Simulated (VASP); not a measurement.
Write the native input for VASP 6.6.1 that does the following.

* Task: single point
* Functional: PBE0
* Potentials or basis: VASP PAW PBE potentials, release 64 (Al, N)
* Cutoff: 520 eV
* k mesh: 6 × 6 × 4
* Occupations: fermi-dirac, width 0.02 eV
* Spin: no spin polarisation
* Dipole correction: no
* Grid for exact exchange (PRECFOCK): Normal
* Further INCAR settings: ALGO = Normal; EDIFF = 1e-07; NBANDS = 16
* Share of exact exchange: 0.25

AlN:

```
CELL_PARAMETERS angstrom
3.10659 0.00000 0.00000
-1.55329 2.69038 0.00000
0.00000 0.00000 4.97814
ATOMIC_POSITIONS crystal
Al 0.33333 0.66667 0.99919
Al 0.66667 0.33333 0.49919
N 0.33333 0.66667 0.38081
N 0.66667 0.33333 0.88081
```

These files were run (other wordings do the same):

POSCAR

```
AlN
1.0
    3.1065852000      0.0000000000      0.0000000000
   -1.5532926000      2.6903817000      0.0000000000
    0.0000000000      0.0000000000      4.9781423800
Al N
2 2
Direct
    0.3333333300      0.6666666700     -0.0008149200
    0.6666666700      0.3333333300      0.4991850800
    0.3333333300      0.6666666700      0.3808149200
    0.6666666700      0.3333333300      0.8808149200
```

INCAR.step1

```
ALGO = Normal ; EDIFF = 1E-5
ENCUT = 520 ; GGA = PE
ISIF = 2 ; ISMEAR = -1
LASPH = True ; LCHARG = False
LREAL = False ; LWAVE = True
NBANDS = 16 ; NELM = 80
PREC = Accurate ; SIGMA = 0.02
```

INCAR.step2

```
AEXX = 0.25 ; ALGO = Normal
EDIFF = 1E-7 ; ENCUT = 520
GGA = PE ; ISIF = 2
ISMEAR = -1 ; ISTART = 1
LASPH = True ; LCHARG = False
LHFCALC = True ; LREAL = False
LWAVE = False ; NBANDS = 16
NELM = 80 ; PREC = Accurate
PRECFOCK = Normal ; SIGMA = 0.02
```

KPOINTS

```
k-points
0
Gamma
  6 6 4
```

Potentials or basis: VASP PAW PBE potentials, release 64 (Al, N).

Launch:

```sh
$ cat potpaw_PBE.64/Al/POTCAR potpaw_PBE.64/N/POTCAR > POTCAR
$ cp INCAR.step1 INCAR
$ mpirun -np 1 vasp_std > vasp.out
$ cp INCAR.step2 INCAR
$ mpirun -np 1 vasp_std > vasp.out
```

It gave:

The pressure is -0.8 GPa and the largest force is 0.005 eV/Å. The band gap on the k mesh is 6.34 eV.

Caveat: the PAW data sets were made with another functional, which shifts forces and pressure a little.

It took 21 min on 1 thread of Intel(R) Xeon(R) Platinum 8488C (Sapphire Rapids), with other jobs on the host, peak memory 0.17 GiB.
